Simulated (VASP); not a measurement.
A run of VASP 6.6.1 is set up as follows.

File INCAR:

```
  ALGO = Normal
  EDIFF = 1E-7
  ENCUT = 520
  GGA = PE
  ISIF = 2
  ISMEAR = 0
  LASPH = True
  LCHARG = True
  LELF = True
  LREAL = False
  LVHAR = True
  LWAVE = False
  NBANDS = 20
  NELM = 80
  PREC = Accurate
  SIGMA = 0.1
```

Contents of KPOINTS:

```
k-points
0
Gamma
  4 4 4
```

File POSCAR:

```
HfAl3N
1.0
    4.4218949100      0.0000000000      0.0000000000
    0.0000000000      4.4218949100      0.0000000000
    0.0000000000      0.0000000000      4.4218949100
Hf Al N
1 3 1
Direct
    0.5000000000      0.5000000000      0.5000000000
    0.5000000000      0.0000000000      0.0000000000
    0.0000000000      0.5000000000      0.0000000000
    0.0000000000      0.0000000000      0.5000000000
    0.0000000000      0.0000000000      0.0000000000
```

Potentials or basis: VASP PAW PBE potentials, release 64 (Hf_pv, Al, N).

Command:

```sh
$ cat potpaw_PBE.64/Hf_pv/POTCAR potpaw_PBE.64/Al/POTCAR potpaw_PBE.64/N/POTCAR > POTCAR
$ mpirun -np 1 vasp_std > vasp.out
```

(1) Predict the pressure.

(2) Predict the band gap on the k mesh.

Results:

(1) -13.8 GPa.

(2) zero (band 12 reaches 6.93 eV, above the bottom of band 13 at 5.65 eV).

Caveat: spin-orbit coupling is left out, which moves the levels of the heavy elements.
